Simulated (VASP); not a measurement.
A run of VASP 6.6.1 is set up as follows.

POSCAR

```
C
1.0
   -2.4291088834      2.4048177946      2.4048177946
    2.4291088834     -2.4533999722      2.4533999722
    2.4291088834      2.4533999722     -2.4533999722
C
8
Direct
    0.3254551632      0.0000000000      0.0000000000
    0.6745448368      0.6745448368      0.6745448368
    0.0000000000      0.3254551632      0.0000000000
    0.0000000000      0.0000000000      0.3254551632
    0.0000000000      0.6745448368      0.0000000000
    0.3254551632      0.3254551632      0.3254551632
    0.6745448368      0.0000000000      0.0000000000
    0.0000000000      0.0000000000      0.6745448368
```

INCAR.step1

```
SYSTEM = C
PREC     = Accurate       ! precision mode
ENCUT    = 520            ! plane-wave cutoff, eV
ISMEAR   = 0              ! smearing method
SIGMA    = 0.05           ! smearing width, eV
LREAL    = .False.        ! projectors in reciprocal space
LASPH    = .True.         ! aspherical terms in the spheres
NELM     = 80             ! most SCF steps
NBANDS   = 26             ! bands
GGA      = PE             ! functional
ALGO     = Normal         ! electronic algorithm
EDIFF    = 1E-4           ! SCF threshold, eV
LWAVE    = .True.         ! write WAVECAR
LCHARG   = .False.        ! write CHGCAR
```

The input INCAR.step2:

```
SYSTEM = C
PREC     = Accurate       ! precision mode
ENCUT    = 520            ! plane-wave cutoff, eV
EDIFF    = 1E-7           ! SCF threshold, eV
ISMEAR   = 0              ! smearing method
SIGMA    = 0.05           ! smearing width, eV
LREAL    = .False.        ! projectors in reciprocal space
LASPH    = .True.         ! aspherical terms in the spheres
NELM     = 80             ! most SCF steps
ALGO     = Normal         ! electronic algorithm
ISIF     = 2              ! what is computed and relaxed
LWAVE    = .False.        ! write WAVECAR
LCHARG   = .True.         ! write CHGCAR
METAGGA  = R2SCAN         ! meta-GGA
LMIXTAU  = .True.       
LELF     = .True.         ! ELF
LVHAR    = .True.       
NBANDS   = 26             ! bands
ISTART   = 1
```

The input KPOINTS:

```
regular mesh
0
Gamma
  8 8 8
  0 0 0
```

Potentials or basis: VASP PAW PBE potentials, release 64 (C).

The run is started by

```bash
$ cat potpaw_PBE.64/C/POTCAR > POTCAR
$ cp INCAR.step1 INCAR
$ mpirun -np 1 vasp_std > vasp.out
$ cp INCAR.step2 INCAR
$ mpirun -np 1 vasp_std > vasp.out
```

Task: What does it give for the band gap on the k mesh?

Result: 3.00 eV (least direct gap 4.00 eV).

Task: Predict the largest force.

Result: 0.074 eV/Å.

Stress tensor (GPa, compression positive):
```
0.92 0.00 0.00
0.00 0.91 6.05
0.00 6.05 0.91
```

Caveat: the cell differs from its parent crystal (strain -0.0200 x Voigt [0, 0, 0, 1, 0, 0]); the PAW data sets were made with another functional, which shifts forces and pressure a little. A k mesh can miss the band edges.
